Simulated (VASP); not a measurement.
Input of a VASP 6.6.1 run:

File INCAR:

```
ALGO     = Fast           # electronic algorithm
EDIFF    = 1E-6           # SCF threshold, eV
ENCUT    = 520            # plane-wave cutoff, eV
GGA      = PE             # functional
ISIF     = 2              # what is computed and relaxed
ISMEAR   = 0              # smearing method
LASPH    = True           # aspherical terms in the spheres
LCHARG   = False          # write CHGCAR
LREAL    = False          # projectors in reciprocal space
LWAVE    = False          # write WAVECAR
NBANDS   = 36             # bands
NELM     = 80             # most SCF steps
PREC     = Accurate       # precision mode
SIGMA    = 0.1            # smearing width, eV
```

The input KPOINTS:

```
k-points
0
Gamma
  12 12 4
```

Contents of POSCAR:

```
CaOsC2
1.0
    3.3851960678      0.0000000000      0.0000000000
   -1.6925980339      2.9316657915      0.0000000000
    0.0000000000      0.0000000000     11.7541501671
Ca Os C
2 2 4
Direct
    0.0000000000      0.0000000000      0.3771457825
    0.0000000000      0.0000000000      0.8771457825
    0.3333333333      0.6666666667      0.1583071796
    0.6666666667      0.3333333333      0.6583071796
    0.3333333333      0.6666666667      0.0062220047
    0.6666666667      0.3333333333      0.2103774147
    0.6666666667      0.3333333333      0.5062220047
    0.3333333333      0.6666666667      0.7103774147
```

Potentials or basis: VASP PAW PBE potentials, release 64 (Ca_sv, Os, C).

The run is started by

```bash
$ cat potpaw_PBE.64/Ca_sv/POTCAR potpaw_PBE.64/Os/POTCAR potpaw_PBE.64/C/POTCAR > POTCAR
$ mpirun -np 1 vasp_std > vasp.out
```

**Question.** Predict the band gap on the k mesh.

**Answer.** Zero (bands 26 and 27 overlap by 1.19 eV).

**Question.** Estimate the largest force.

**Answer.** 0.384 eV/Å.

**Question.** Predict the pressure.

**Answer.** 1.4 GPa.

Stress tensor (GPa, compression positive):
```
0.88 0.00 0.00
0.00 0.88 0.00
0.00 0.00 2.34
```

Caveat: spin-orbit coupling is left out, which moves the levels of the heavy elements.
